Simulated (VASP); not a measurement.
## Pt: electric field gradients with PBEsol

Crystal: Pt.

```xyz
8
Lattice="0.0000 3.9218 3.9218 3.9218 0.0000 3.9218 3.9218 3.9218 0.0000" Properties=species:S:1:pos:R:3 pbc="T T T"
Pt    0.0000    0.0000    0.0000
Pt    1.9609    1.9609    0.0000
Pt    1.9609    0.0000    1.9609
Pt    3.9218    1.9609    1.9609
Pt    0.0000    1.9609    1.9609
Pt    1.9609    3.9218    1.9609
Pt    1.9609    1.9609    3.9218
Pt    3.9218    3.9218    3.9218
```

* Program: VASP 6.6.1
* Task: electric field gradients
* Functional: PBEsol
* Potentials or basis: VASP PAW PBE potentials, release 64 (Pt)
* Cutoff: 520 eV
* k mesh: 7 × 7 × 7
* Occupations: fermi-dirac, width 0.05 eV
* Spin: no spin polarisation
* Dipole correction: no
* Further INCAR settings: ALGO = Normal; EDIFF = 1e-08; NBANDS = 50

```
Pressure                                : -1.3 GPa
Band gap on the k mesh                  : zero (bands 40 and 41 overlap by 0.86 eV)
Largest electric field gradient by atom : under 0.05 V/Å² on every atom
```

Levels at points of the mesh, in eV from the Fermi level:
| k point | band 37 | band 38 | band 39 | band 40 | band 41 | band 42 | band 43 | band 44 |
| --- | --- | --- | --- | --- | --- | --- | --- | --- |
| (0.00, 0.00, 0.00) | 0.06 | 0.06 | 0.06 | 0.50 | 0.50 | 0.50 | 0.50 | 0.50 |

Wall time 2.2 min on 1 thread of Intel(R) Xeon(R) Platinum 8488C (Sapphire Rapids) (shared host), peak memory 0.28 GiB.

Caveat: the PAW data sets were made with another functional, which shifts forces and pressure a little; spin-orbit coupling is left out, which moves the levels of the heavy elements.
